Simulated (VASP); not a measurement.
# FeCuSO (P4/nmm) in VASP: electric field gradients with PBE+U

Aim: the electric field gradients of FeCuSO with PBE+U.

Program: VASP 6.6.1. These are calculated values, not measurements. Logs are shortened: lines on timing, memory, paths and dates and some standing lists are left out, and cuts for length are marked.

## Step 1: The cell of the first run

The structure is tetragonal, space group P4/nmm (No. 129). The conventional cell has a = 3.822 Å, b = 3.822 Å, c = 8.645 Å, α = 90.00°, β = 90.00°, γ = 90.00°. Within 2.7 Å of Fe (site symmetry -4m2) lie 4 O at 2.00 Å. Cu (site symmetry -4m2) has 4 S at 2.34 Å and 4 Cu at 2.70 Å within 3.1 Å. S (site symmetry 4mm) has 4 Cu at 2.34 Å within 3.1 Å. O (site symmetry 4mm) has 4 Fe at 2.00 Å within 2.7 Å.

## Step 2: Electric field gradients, PBE+U, collinear spin, antiferromagnetic start

INCAR

```
PREC = Accurate
ENCUT = 520
EDIFF = 1E-8
ISMEAR = -1
SIGMA = 0.05
LREAL = F
LASPH = T
NELM = 150
ALGO = Normal
ISIF = 2
LWAVE = F
LCHARG = F
ISPIN = 2
MAGMOM = -5 5 0 0 0 0 0 0
LORBIT = 11
LMAXMIX = 4
LDAU = T
LDAUTYPE = 2
LDAUL = 2 -1 -1 -1
LDAUU = 5 0 0 0
LDAUJ = 0 0 0 0
LDAUPRINT = 1
GGA = PE
LEFG = T
NBANDS = 45
KPAR = 4
```

KPOINTS

```
Automatic mesh
0
Gamma
  9 9 4
```

POSCAR

```
FeCuSO
1.0
    3.8219000000      0.0000000000      0.0000000000
    0.0000000000      3.8219000000      0.0000000000
    0.0000000000      0.0000000000      8.6450000000
Fe Cu S O
2 2 2 2
Direct
    0.5000000000      0.5000000000      0.0000000000
    0.0000000000      0.0000000000      0.0000000000
    0.0000000000      0.0000000000      0.5000000000
    0.5000000000      0.5000000000      0.5000000000
    0.5000000000      0.0000000000      0.3439435601
    0.0000000000      0.5000000000      0.6560564399
    0.5000000000      0.0000000000      0.9313197926
    0.0000000000      0.5000000000      0.0686802074
```

Potentials or basis: VASP PAW PBE potentials, release 64 (Fe, Cu, S, O).

Started as:

```console
$ cat potpaw_PBE.64/Fe/POTCAR potpaw_PBE.64/Cu/POTCAR potpaw_PBE.64/S/POTCAR potpaw_PBE.64/O/POTCAR > POTCAR
$ mpirun -np 4 vasp_std > vasp.out
```

OUTCAR:

```text
PREC = Accurate
   ENCUT = 520
   EDIFF = 1E-8
   ISMEAR = -1
   LREAL = F
   LASPH = T
   NELM = 150
   ISIF = 2
   ISPIN = 2
   LORBIT = 11
   GGA = PE

 ion  position               nearest neighbor table
   1  0.500  0.500  0.000-   7 2.00   8 2.00   7 2.00   8 2.00   2 2.70   2 2.70   2 2.70   2 2.70

   2  0.000  0.000  0.000-   7 2.00   8 2.00   8 2.00   7 2.00   1 2.70   1 2.70   1 2.70   1 2.70

   3  0.000  0.000  0.500-   5 2.34   6 2.34   6 2.34   5 2.34   4 2.70   4 2.70   4 2.70   4 2.70

   4  0.500  0.500  0.500-   5 2.34   6 2.34   5 2.34   6 2.34   3 2.70   3 2.70   3 2.70   3 2.70

   5  0.500  0.000  0.344-   3 2.34   4 2.34   4 2.34   3 2.34
   6  0.000  0.500  0.656-   3 2.34   4 2.34   3 2.34   4 2.34
   7  0.500  0.000  0.931-   1 2.00   2 2.00   1 2.00   2 2.00
   8  0.000  0.500  0.069-   1 2.00   2 2.00   2 2.00   1 2.00

  LATTYP: Found a simple tetragonal cell.
 ALAT       =     3.8219000000
 C/A-ratio  =     2.2619639446

  Lattice vectors:

 A1 = (   3.8219000000,   0.0000000000,   0.0000000000)
 A2 = (   0.0000000000,   3.8219000000,   0.0000000000)
 A3 = (   0.0000000000,   0.0000000000,   8.6450000000)

Analysis of symmetry for initial positions (statically):
=====================================================================
 Subroutine PRICEL returns:
 Original cell was already a primitive cell.

 Routine SETGRP: Setting up the symmetry group for a
 simple tetragonal supercell.

 Subroutine GETGRP returns: Found 16 space group operations
 (whereof  8 operations were pure point group operations)
 out of a pool of 16 trial point group operations.

The static configuration has the point symmetry D_2d.
 The point group associated with its full space group is D_4h.

Analysis of symmetry for dynamics (positions and initial velocities):
=====================================================================
 Subroutine PRICEL returns:
 Original cell was already a primitive cell.

 Routine SETGRP: Setting up the symmetry group for a
 simple tetragonal supercell.

 Subroutine GETGRP returns: Found 16 space group operations
 (whereof  8 operations were pure point group operations)
 out of a pool of 16 trial point group operations.

The dynamic configuration has the point symmetry D_2d.
 The point group associated with its full space group is D_4h.

Analysis of structural, dynamic, and magnetic symmetry:
=====================================================================
 Subroutine PRICEL returns:
 Original cell was already a primitive cell.

 Routine SETGRP: Setting up the symmetry group for a
 simple tetragonal supercell.

 Subroutine GETGRP returns: Found 16 space group operations
 (whereof  8 operations were pure point group operations)
 out of a pool of 16 trial point group operations.

The overall configuration has the point symmetry D_2d.
 The point group associated with its full space group is D_4h.

 Subroutine INISYM returns: Found 16 space group operations
 (whereof  8 operations are pure point group operations),
 and found     1 'primitive' translations

----------------------------------------------------------------------------------------

                                     Primitive cell

  volume of cell :     126.2768

  direct lattice vectors                    reciprocal lattice vectors
     3.821900000  0.000000000  0.000000000     0.261649965  0.000000000  0.000000000
     0.000000000  3.821900000  0.000000000     0.000000000  0.261649965  0.000000000
     0.000000000  0.000000000  8.645000000     0.000000000  0.000000000  0.115673800

  length of vectors
     3.821900000  3.821900000  8.645000000     0.261649965  0.261649965  0.115673800

  position of ions in fractional coordinates (direct lattice)
     0.500000000  0.500000000  0.000000000
     0.000000000  0.000000000  0.000000000
     0.000000000  0.000000000  0.500000000
     0.500000000  0.500000000  0.500000000
[... 173 lines left out ...]
  0.0000  0.0000 -0.0000 -0.0000  1.0438

spin component  2

  0.0618  0.0000  0.0000 -0.0000 -0.0000
  0.0000  0.0484  0.0000  0.0000 -0.0000
  0.0000  0.0000  0.8815 -0.0000 -0.0000
 -0.0000  0.0000 -0.0000  0.0484 -0.0000
 -0.0000 -0.0000 -0.0000 -0.0000  0.1784

 occupancies and eigenvectors

  o =  0.0484  v =  0.0000  0.0000  0.0000  0.0000  0.0000  0.0000  0.4788  0.0000 -0.8779 -0.0000      0.0000  0.0000  0.0000  0.0000  0.0000  0.0000  0.0000  0.0000  0.0000  0.0000
  o =  0.0484  v =  0.0000  0.0000  0.0000  0.0000  0.0000  0.0000  0.8779  0.0000  0.4788 -0.0000      0.0000  0.0000  0.0000  0.0000  0.0000  0.0000  0.0000  0.0000  0.0000  0.0000
  o =  0.0618  v =  0.0000  0.0000  0.0000  0.0000  0.0000  1.0000  0.0000  0.0000  0.0000  0.0000      0.0000  0.0000  0.0000  0.0000  0.0000  0.0000  0.0000  0.0000  0.0000  0.0000
  o =  0.1784  v =  0.0000  0.0000  0.0000  0.0000  0.0000  0.0000 -0.0000 -0.0000  0.0000 -1.0000      0.0000  0.0000  0.0000  0.0000  0.0000  0.0000  0.0000  0.0000  0.0000  0.0000
  o =  0.8815  v =  0.0000  0.0000  0.0000  0.0000  0.0000  0.0000  0.0000 -1.0000  0.0000  0.0000      0.0000  0.0000  0.0000  0.0000  0.0000  0.0000  0.0000  0.0000  0.0000  0.0000
  o =  0.9634  v =  0.0000 -0.0000  1.0000 -0.0000  0.0000  0.0000  0.0000  0.0000  0.0000  0.0000      0.0000  0.0000  0.0000  0.0000  0.0000  0.0000  0.0000  0.0000  0.0000  0.0000
  o =  0.9741  v =  1.0000  0.0000  0.0000  0.0000  0.0000  0.0000  0.0000  0.0000  0.0000  0.0000      0.0000  0.0000  0.0000  0.0000  0.0000  0.0000  0.0000  0.0000  0.0000  0.0000
  o =  0.9788  v =  0.0000 -0.9999 -0.0000 -0.0103  0.0000  0.0000  0.0000  0.0000  0.0000  0.0000      0.0000  0.0000  0.0000  0.0000  0.0000  0.0000  0.0000  0.0000  0.0000  0.0000
  o =  0.9788  v =  0.0000  0.0103 -0.0000 -0.9999 -0.0000  0.0000  0.0000  0.0000  0.0000  0.0000      0.0000  0.0000  0.0000  0.0000  0.0000  0.0000  0.0000  0.0000  0.0000  0.0000
  o =  1.0438  v =  0.0000  0.0000 -0.0000 -0.0000  1.0000  0.0000  0.0000  0.0000  0.0000  0.0000      0.0000  0.0000  0.0000  0.0000  0.0000  0.0000  0.0000  0.0000  0.0000  0.0000

 number of electron      61.9999898 magnetization       0.0000000

 Free energy of the ion-electron system (eV)
  ---------------------------------------------------
  ext. energy  EPLUGINS =         0.00000000
  ---------------------------------------------------
  free energy    TOTEN  =       -41.73406582 eV

  energy without entropy =      -41.68888529  energy(sigma->0) =      -41.71147556

 E-fermi :   3.2972     XC(G=0): -10.0426

 val. band max:        3.2963167475   @ k =   0.4444   0.1111   0.0000
 cond. band min:       3.3142179927   @ k =   0.3333   0.0000   0.2500
 fundamental gap:      0.0179012452
 Fermi energy:         3.2971823935

 spin component 1

 k-point     1 :       0.0000    0.0000    0.0000
  band No.  band energies     occupation
      1     -15.3151      1.00000
      2     -14.6308      1.00000
      3     -10.0347      1.00000
      4      -9.1141      1.00000
      5      -2.6999      1.00000
      6      -2.6999      1.00000
[... 2201 lines left out ...]
     42      10.2667      0.00000
     43      11.1025      0.00000

 [... further k-points ...]

 [bands above 43 left out]

------------------------ aborting loop because EDIFF is reached ----------------------------------------

  FORCE on cell =-STRESS in cart. coord.  units (eV):
  Direction    XX          YY          ZZ          XY          YZ          ZX
  --------------------------------------------------------------------------------------
  -------------------------------------------------------------------------------------
  Total        3.1795617      3.1795617     -1.4869145      0.0000000      0.0000000      0.0000000
  in kB       40.3417010     40.3417010    -18.8657013      0.0000000      0.0000000      0.0000000
  external PRESSURE =      20.6059002 kB  Pullay stress =       0.0000000 kB

 VOLUME and BASIS-vectors are now :
 -----------------------------------------------------------------------------
  energy-cutoff  :      520.00
  volume of cell :      126.28
      direct lattice vectors                 reciprocal lattice vectors
     3.821900000  0.000000000  0.000000000     0.261649965  0.000000000  0.000000000
     0.000000000  3.821900000  0.000000000     0.000000000  0.261649965  0.000000000
     0.000000000  0.000000000  8.645000000     0.000000000  0.000000000  0.115673800

 POSITION                                       TOTAL-FORCE (eV/Angst)
 -----------------------------------------------------------------------------------
      1.91095      1.91095      0.00000         0.000000      0.000000      0.000000
      0.00000      0.00000      0.00000         0.000000     -0.000000      0.000000
      0.00000      0.00000      4.32250         0.000000      0.000000      0.000000
      1.91095      1.91095      4.32250        -0.000000      0.000000      0.000000
      1.91095      0.00000      2.97339         0.000000      0.000000      0.502236
      0.00000      1.91095      5.67161         0.000000      0.000000     -0.502236
      1.91095      0.00000      8.05126         0.000000      0.000000      0.297241
      0.00000      1.91095      0.59374         0.000000      0.000000     -0.297241
 -----------------------------------------------------------------------------------
    total drift:                                0.000000      0.000000      0.000000

  FREE ENERGIE OF THE ION-ELECTRON SYSTEM (eV)
  ---------------------------------------------------
  free  energy   TOTEN  =       -41.7340658193 eV

  energy  without entropy=      -41.6888852922  energy(sigma->0) =      -41.71147556

 Electric field gradients (V/A^2)
---------------------------------------------------------------------
 ion       V_xx      V_yy      V_zz      V_xy      V_xz      V_yz
---------------------------------------------------------------------
   1      34.648    34.648   -69.296    -0.000    -0.000     0.000
   2      34.648    34.648   -69.296     0.000     0.000     0.000
   3     -12.705   -12.705    25.409    -0.000    -0.000    -0.000
   4     -12.705   -12.705    25.409     0.000     0.000     0.000
   5       8.682     8.682   -17.364    -0.000     0.000    -0.000
   6       8.682     8.682   -17.364    -0.000    -0.000     0.000
   7      17.835    17.835   -35.670     0.000    -0.000    -0.000
   8      17.835    17.835   -35.670    -0.000    -0.000     0.000
---------------------------------------------------------------------

 Electric field gradients after diagonalization (V/A^2)
 (convention: |V_zz| > |V_xx| > |V_yy|)
----------------------------------------------------------------------
 ion       V_xx      V_yy      V_zz     asymmetry (V_yy - V_xx)/ V_zz
----------------------------------------------------------------------
   1      34.648    34.648   -69.296       0.000
   2      34.648    34.648   -69.296       0.000
   3     -12.705   -12.705    25.409       0.000
   4     -12.705   -12.705    25.409       0.000
   5       8.682     8.682   -17.364       0.000
   6       8.682     8.682   -17.364       0.000
   7      17.835    17.835   -35.670       0.000
   8      17.835    17.835   -35.670       0.000
----------------------------------------------------------------------

           NMR quadrupolar parameters

 Cq : quadrupolar parameter    Cq=e*Q*V_zz/h
 eta: asymmetry parameters     (V_yy - V_xx)/ V_zz
 Q  : nuclear electric quadrupole moment in mb (millibarn)
----------------------------------------------------------------------
 ion       Cq(MHz)       eta       Q (mb)
----------------------------------------------------------------------
   1      -0.168       0.000       1.000
   2      -0.168       0.000       1.000
   3       0.061       0.000       1.000
   4       0.061       0.000       1.000
   5      -0.042       0.000       1.000
   6      -0.042       0.000       1.000
   7      -0.086       0.000       1.000
   8      -0.086       0.000       1.000
----------------------------------------------------------------------

 total charge

# of ion       s       p       d       tot
------------------------------------------
    1        0.356   0.439   6.131   6.925
    2        0.356   0.439   6.131   6.925
    3        0.387   0.396   9.158   9.941
    4        0.387   0.396   9.158   9.941
    5        1.348   2.294   0.000   3.643
    6        1.348   2.294   0.000   3.643
    7        1.556   3.473   0.000   5.030
    8        1.556   3.473   0.000   5.030
--------------------------------------------------
tot          7.294  13.204  30.577  51.075

 magnetization (x)

# of ion       s       p       d       tot
------------------------------------------
    1       -0.027  -0.045  -3.714  -3.785
    2        0.027   0.045   3.714   3.785
    3        0.000   0.001   0.003   0.004
    4       -0.000  -0.001  -0.003  -0.004
    5        0.000   0.000   0.000   0.000
    6        0.000   0.000   0.000   0.000
    7        0.000   0.000   0.000   0.000
    8        0.000   0.000   0.000   0.000
--------------------------------------------------
tot          0.000   0.000   0.000   0.000
```

Run time: 4.7 min. Hardware: 4 MPI ranks of Intel Xeon Platinum 8488C (Sapphire Rapids), shared host; peak memory 0.53 GiB.

Results:

```yaml
Free_energy: -41.7341 eV
Pressure: 2.1 GPa
Largest_force: 0.502 eV/Å
Band_gap_on_the_k_mesh: zero (filled and empty bands overlap)
Net_moment: 0.00 μB per cell
Site_moments: Fe -3.79, +3.79; Cu +0.00, -0.00; S +0.00; O +0.00 μB
Valence_electrons_inside_the_program's_atomic_spheres: Fe 6.92; Cu 9.94; S 3.64; O 5.03
```

Forces in eV/Å, atoms in the order of the input:
```
Fe   0.000  0.000  0.000
Fe   0.000  0.000  0.000
Cu   0.000  0.000  0.000
Cu   0.000  0.000  0.000
S    0.000  0.000  0.502
S    0.000  0.000 -0.502
O    0.000  0.000  0.297
O    0.000  0.000 -0.297
```

Stress tensor (GPa, compression positive):
```
 4.03  0.00  0.00
 0.00  4.03  0.00
 0.00  0.00 -1.89
```

Electric field gradients, principal values (V/Å²):
| atom | least | middle | greatest (by size) |
| --- | --- | --- | --- |
| 1 Fe | 34.648 | 34.648 | -69.296 |
| 2 Fe | 34.648 | 34.648 | -69.296 |
| 3 Cu | -12.705 | -12.705 | 25.409 |
| 4 Cu | -12.705 | -12.705 | 25.409 |
| 5 S | 8.682 | 8.682 | -17.364 |
| 6 S | 8.682 | 8.682 | -17.364 |
| 7 O | 17.835 | 17.835 | -35.670 |
| 8 O | 17.835 | 17.835 | -35.670 |

Eigenvalues of the final occupation matrices:
```csv
site,spin,trace,eigenvalues
site 1 d,1,1.22,0.05 0.05 0.06 0.18 0.88
site 1 d,2,4.94,0.96 0.97 0.98 0.98 1.04
site 2 d,1,4.94,0.96 0.97 0.98 0.98 1.04
site 2 d,2,1.22,0.05 0.05 0.06 0.18 0.88
```

Caveat: without QUAD_EFG the Cq values of the log hold for a quadrupole moment of 1 mb, not for the nuclei. The state reached can hang on the start; a lower one may exist.
